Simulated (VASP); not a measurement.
# HfO2 (Fm-3m) in VASP: single point with PBE

Aim: the single point of HfO2 with PBE.

Program: VASP 6.6.1. These are calculated values, not measurements. Logs are shortened: lines on timing, memory, paths and dates and some standing lists are left out, and cuts for length are marked.

### 1 The cell of the first run

Symmetry: Fm-3m, No. 225, cubic system. Conventional cell: a = 5.132 Å, b = 5.132 Å, c = 5.132 Å, α = 90.00°, β = 90.00°, γ = 90.00°. Hf (site symmetry m-3m) has 8 O at 2.22 Å within 2.9 Å. Within 2.9 Å of O (site symmetry -43m) lie 4 Hf at 2.22 Å and 6 O at 2.57 Å.

### 2 Single point, PBE, non-collinear spin, zero start, spin-orbit coupling

INCAR reads:

```
PREC     = Accurate       # precision mode
ENCUT    = 520            # plane-wave cutoff, eV
EDIFF    = 1E-6           # SCF threshold, eV
ISMEAR   = -1             # smearing method
SIGMA    = 0.1            # smearing width, eV
LREAL    = False          # projectors in reciprocal space
LASPH    = True           # aspherical terms in the spheres
NELM     = 150            # most SCF steps
ALGO     = Normal         # electronic algorithm
ISIF     = 2              # what is computed and relaxed
LWAVE    = False          # write WAVECAR
LCHARG   = False          # write CHGCAR
MAGMOM   = 0 0 0 0 0 0 0 0 0 # initial moments
LORBIT   = 11             # projections on sites
LSORBIT  = True           # spin-orbit coupling
GGA_COMPAT= False        
LORBMOM  = True         
LMAXMIX  = 4              # l up to which the mixer works
GGA      = PE             # functional
NBANDS   = 35             # bands
```

KPOINTS reads:

```
Automatic mesh
0
Gamma
  9 9 9
```

POSCAR reads:

```
HfO2
1.0
    0.0000000000      2.5660990000      2.5660990000
    2.5660990000      0.0000000000      2.5660990000
    2.5660990000      2.5660990000      0.0000000000
Hf O
1 2
Direct
    0.0000000000      0.0000000000      0.0000000000
    0.2500000000      0.2500000000      0.2500000000
    0.7500000000      0.7500000000      0.7500000000
```

Potentials or basis: VASP PAW PBE potentials, release 64 (Hf_pv, O).

Launch:

```sh
$ cat potpaw_PBE.64/Hf_pv/POTCAR potpaw_PBE.64/O/POTCAR > POTCAR
$ mpirun -np 1 vasp_ncl > vasp.out
```

OUTCAR:

```text
PREC = Accurate
   ENCUT = 520
   EDIFF = 1E-6
   ISMEAR = -1
   LREAL = False
   LASPH = True
   NELM = 150
   ISIF = 2
   LORBIT = 11
   LSORBIT = True
   GGA = PE

 ion  position               nearest neighbor table
   1  0.000  0.000  0.000-   3 2.22   3 2.22   3 2.22   2 2.22   3 2.22   2 2.22   2 2.22   2 2.22

   2  0.250  0.250  0.250-   1 2.22   1 2.22   1 2.22   1 2.22
   3  0.750  0.750  0.750-   1 2.22   1 2.22   1 2.22   1 2.22

  LATTYP: Found a face centered cubic cell.
 ALAT       =     5.1321980000

  Lattice vectors:

 A1 = (   0.0000000000,   2.5660990000,   2.5660990000)
 A2 = (   2.5660990000,   0.0000000000,   2.5660990000)
 A3 = (   2.5660990000,   2.5660990000,   0.0000000000)

Analysis of symmetry for initial positions (statically):
=====================================================================
 Subroutine PRICEL returns:
 Original cell was already a primitive cell.

 Routine SETGRP: Setting up the symmetry group for a
 face centered cubic supercell.

 Subroutine GETGRP returns: Found 48 space group operations
 (whereof 48 operations were pure point group operations)
 out of a pool of 48 trial point group operations.

The static configuration has the point symmetry O_h .

Analysis of symmetry for dynamics (positions and initial velocities):
=====================================================================
 Subroutine PRICEL returns:
 Original cell was already a primitive cell.

 Routine SETGRP: Setting up the symmetry group for a
 face centered cubic supercell.

 Subroutine GETGRP returns: Found 48 space group operations
 (whereof 48 operations were pure point group operations)
 out of a pool of 48 trial point group operations.

The dynamic configuration has the point symmetry O_h .

Analysis of structural, dynamic, and magnetic symmetry:
=====================================================================
 Subroutine PRICEL returns:
 Original cell was already a primitive cell.

 Routine SETGRP: Setting up the symmetry group for a
 face centered cubic supercell.

 Subroutine GETGRP returns: Found 48 space group operations
 (whereof 48 operations were pure point group operations)
 out of a pool of 48 trial point group operations.

The overall configuration has the point symmetry O_h .

 Subroutine INISYM returns: Found 48 space group operations
 (whereof 48 operations are pure point group operations),
 and found     1 'primitive' translations

----------------------------------------------------------------------------------------

                                     Primitive cell

  volume of cell :      33.7948

  direct lattice vectors                    reciprocal lattice vectors
     0.000000000  2.566099000  2.566099000    -0.194848289  0.194848289  0.194848289
     2.566099000  0.000000000  2.566099000     0.194848289 -0.194848289  0.194848289
     2.566099000  2.566099000  0.000000000     0.194848289  0.194848289 -0.194848289

  length of vectors
     3.629012008  3.629012008  3.629012008     0.337487137  0.337487137  0.337487137

  position of ions in fractional coordinates (direct lattice)
     0.000000000  0.000000000  0.000000000
     0.250000000  0.250000000  0.250000000
     0.750000000  0.750000000  0.750000000

  ion indices of the primitive-cell ions
   primitive index   ion index
                 1           1
                 2           2
                 3           3

----------------------------------------------------------------------------------------

 KPOINTS: Automatic mesh

Automatic generation of k-mesh.
 Grid dimensions read from file:
 generate k-points for:    9    9    9

 Generating k-lattice:

  Cartesian coordinates                     Fractional coordinates (reciprocal lattice)
    -0.021649810  0.021649810  0.021649810     0.111111111  0.000000000  0.000000000
     0.021649810 -0.021649810  0.021649810     0.000000000  0.111111111  0.000000000
     0.021649810  0.021649810 -0.021649810     0.000000000  0.000000000  0.111111111

  Length of vectors
     0.037498571  0.037498571  0.037498571

  Shift w.r.t. Gamma in fractional coordinates (k-lattice)
     0.000000000  0.000000000  0.000000000

 Subroutine IBZKPT returns following result:
 ===========================================

 Found     35 irreducible k-points:

 Following reciprocal coordinates:
            Coordinates               Weight
[... 55 lines left out ...]
   NUPDOWN=      -1.0000    fix difference up-down
   EMIN   =  10.00;   EMAX   =-10.00  energy-range for DOS
   EFERMI =   0.00;   METHOD = LEGACY
   ISMEAR =    -1;   SIGMA  =   0.10  broadening in eV -4-tet -1-fermi 0-gaus
   EFERMI_NEDOS =   21; number of points for ismear=-14 and -15
   IALGO  =     38    algorithm
   IMIX   =      4    mixing-type and parameters
     AMIX     =   0.40;   BMIX     =  1.00
     AMIX_MAG =   1.60;   BMIX_MAG =  1.00
  volume/ion in A,a.u.               =      11.26        76.02
  Fermi-wavevector in a.u.,A,eV,Ry     =   1.418836  2.681212 27.389843  2.013097
  Thomas-Fermi vector in A             =   2.539920
   LORBIT       =     11    0 simple, 1 ext, 2 COOP (PROOUT), +10 PAW based schemes
   GGA     = PE    functional components
   LHFCALC =     F    Hartree Fock is set to
   AEXX    =    0.0000 exact exchange contribution
   IVDW    =     0    specifies the selected vdW correction
   LEPSILON=     F    determine dielectric tensor
   LRPA    =     F    only Hartree local field effects (RPA)
  energy-cutoff  :      520.00
  volume of cell :       33.79
 maximum number of plane-waves:      1882
   NGX = 13   NGY = 13   NGZ = 13

 number of electron      22.0000000 magnetization       0.0000000      0.0000000      0.0000000

 number of electron      21.9999994 magnetization       0.0000000     -0.0000000      0.0000000

 number of electron      21.9999994 magnetization       0.0000000     -0.0000000     -0.0000000

 Free energy of the ion-electron system (eV)
  ---------------------------------------------------
  ext. energy  EPLUGINS =         0.00000000
  ---------------------------------------------------
  free energy    TOTEN  =       -30.84288513 eV

  energy without entropy =      -30.84288513  energy(sigma->0) =      -30.84288513

 E-fermi :   5.8275     XC(G=0): -11.6464

 val. band max:        3.9173358959   @ k =  -0.4444   0.4444   0.0000
 cond. band min:       7.7045606226   @ k =   0.4444   0.4444   0.0000
 fundamental gap:      3.7872247267
 Fermi energy:         5.8274650991

 k-point     1 :       0.0000    0.0000    0.0000
  band No.  band energies     occupation
      1     -30.7168      1.00000
      2     -30.7168      1.00000
      3     -23.6723      1.00000
      4     -23.6723      1.00000
      5     -23.6723      1.00000
      6     -23.6723      1.00000
[... 877 lines left out ...]
     33      15.6333      0.00000
     34      15.6333      0.00000

 [... further k-points ...]

 [bands above 34 left out]

------------------------ aborting loop because EDIFF is reached ----------------------------------------

  FORCE on cell =-STRESS in cart. coord.  units (eV):
  Direction    XX          YY          ZZ          XY          YZ          ZX
  --------------------------------------------------------------------------------------
  -------------------------------------------------------------------------------------
  Total       -1.7069172     -1.7069172     -1.7069172      0.0000000      0.0000000     -0.0000000
  in kB      -80.9231588    -80.9231588    -80.9231588      0.0000000      0.0000000     -0.0000000
  external PRESSURE =     -80.9231588 kB  Pullay stress =       0.0000000 kB

 VOLUME and BASIS-vectors are now :
 -----------------------------------------------------------------------------
  energy-cutoff  :      520.00
  volume of cell :       33.79
      direct lattice vectors                 reciprocal lattice vectors
     0.000000000  2.566099000  2.566099000    -0.194848289  0.194848289  0.194848289
     2.566099000  0.000000000  2.566099000     0.194848289 -0.194848289  0.194848289
     2.566099000  2.566099000  0.000000000     0.194848289  0.194848289 -0.194848289

 POSITION                                       TOTAL-FORCE (eV/Angst)
 -----------------------------------------------------------------------------------
      0.00000      0.00000      0.00000        -0.000000     -0.000000     -0.000000
      1.28305      1.28305      1.28305         0.000000      0.000000      0.000000
      3.84915      3.84915      3.84915        -0.000000     -0.000000     -0.000000
 -----------------------------------------------------------------------------------
    total drift:                                0.000000      0.000000      0.000000

  FREE ENERGIE OF THE ION-ELECTRON SYSTEM (eV)
  ---------------------------------------------------
  free  energy   TOTEN  =       -30.8428851347 eV

  energy  without entropy=      -30.8428851332  energy(sigma->0) =      -30.84288513

 orbital moment (x)

 # of ion     p       d       tot
 ----------------------------------------
  1         0.000  -0.000   0.000
  2         0.000   0.000   0.000
  3         0.000   0.000   0.000
 ----------------------------------------
            0.000  -0.000   0.000

 orbital moment (y)

 # of ion     p       d       tot
 ----------------------------------------
  1        -0.000   0.000  -0.000
  2        -0.000   0.000  -0.000
  3        -0.000   0.000  -0.000
 ----------------------------------------
           -0.000   0.000  -0.000

 orbital moment (z)

 # of ion     p       d       tot
 ----------------------------------------
  1         0.000   0.000   0.000
  2         0.000   0.000   0.000
  3         0.000   0.000   0.000
 ----------------------------------------
            0.000   0.000   0.000

 Spin-Orbit-Coupling matrix elements

 Ion:    1  E_soc:     -1.2358059
 l=   1
     0.0000000    -0.2021907    -0.2021907
    -0.2021907     0.0000000    -0.2021907
    -0.2021907    -0.2021907     0.0000000
 l=   2
     0.0000000    -0.0009273     0.0000000    -0.0009273    -0.0028497
    -0.0009273     0.0000000    -0.0021373    -0.0009273    -0.0007124
     0.0000000    -0.0021373     0.0000000    -0.0021373     0.0000000
    -0.0009273    -0.0009273    -0.0021373     0.0000000    -0.0007124
    -0.0028497    -0.0007124     0.0000000    -0.0007124     0.0000000
 l=   3
     0.0000000     0.0000000     0.0000000     0.0000000     0.0000000     0.0000000     0.0000000
     0.0000000     0.0000000     0.0000000     0.0000000     0.0000000     0.0000000     0.0000000
     0.0000000     0.0000000     0.0000000     0.0000000     0.0000000     0.0000000     0.0000000
     0.0000000     0.0000000     0.0000000     0.0000000     0.0000000     0.0000000     0.0000000
[... 29 lines left out ...]
 l=   2
     0.0000000     0.0000000     0.0000000     0.0000000     0.0000000
     0.0000000     0.0000000     0.0000000     0.0000000     0.0000000
     0.0000000     0.0000000     0.0000000     0.0000000     0.0000000
     0.0000000     0.0000000     0.0000000     0.0000000     0.0000000
     0.0000000     0.0000000     0.0000000     0.0000000     0.0000000
 l=   3
     0.0000000     0.0000000     0.0000000     0.0000000     0.0000000     0.0000000     0.0000000
     0.0000000     0.0000000     0.0000000     0.0000000     0.0000000     0.0000000     0.0000000
     0.0000000     0.0000000     0.0000000     0.0000000     0.0000000     0.0000000     0.0000000
     0.0000000     0.0000000     0.0000000     0.0000000     0.0000000     0.0000000     0.0000000
     0.0000000     0.0000000     0.0000000     0.0000000     0.0000000     0.0000000     0.0000000
     0.0000000     0.0000000     0.0000000     0.0000000     0.0000000     0.0000000     0.0000000
     0.0000000     0.0000000     0.0000000     0.0000000     0.0000000     0.0000000     0.0000000

 total charge

# of ion       s       p       d       tot
------------------------------------------
    1        0.284   6.580   1.312   8.175
    2        1.560   3.530   0.000   5.089
    3        1.560   3.530   0.000   5.089
--------------------------------------------------
tot          3.403  13.639   1.312  18.354

 magnetization (x)

# of ion       s       p       d       tot
------------------------------------------
    1        0.000  -0.000   0.000  -0.000
    2        0.000   0.000   0.000   0.000
    3       -0.000   0.000   0.000  -0.000
--------------------------------------------------
tot          0.000  -0.000   0.000   0.000

 magnetization (y)

# of ion       s       p       d       tot
------------------------------------------
    1       -0.000   0.000   0.000  -0.000
    2        0.000   0.000   0.000   0.000
    3       -0.000   0.000   0.000  -0.000
--------------------------------------------------
tot         -0.000   0.000   0.000  -0.000

 magnetization (z)

# of ion       s       p       d       tot
------------------------------------------
    1        0.000   0.000  -0.000   0.000
    2        0.000   0.000   0.000   0.000
    3       -0.000   0.000   0.000  -0.000
--------------------------------------------------
tot         -0.000   0.000  -0.000  -0.000
```

Run time: 1.8 min. Hardware: 1 thread of Intel Xeon Platinum 8259CL at 2.50GHz (Skylake/Cascade Lake), shared host; peak memory 0.27 GiB.

What came out:

```yaml
Free_energy: -30.8429 eV
Pressure: -8.1 GPa
Net_moment: 0.00 μB per cell
Valence_electrons_inside_the_program's_atomic_spheres: Hf 8.18; O 5.09
```

Moments on the atoms (μB; x, y, z):
```
Hf  0.00 0.00 0.00
O   0.00 0.00 0.00
O   0.00 0.00 0.00
```

Caveat: the cell stands under tension.
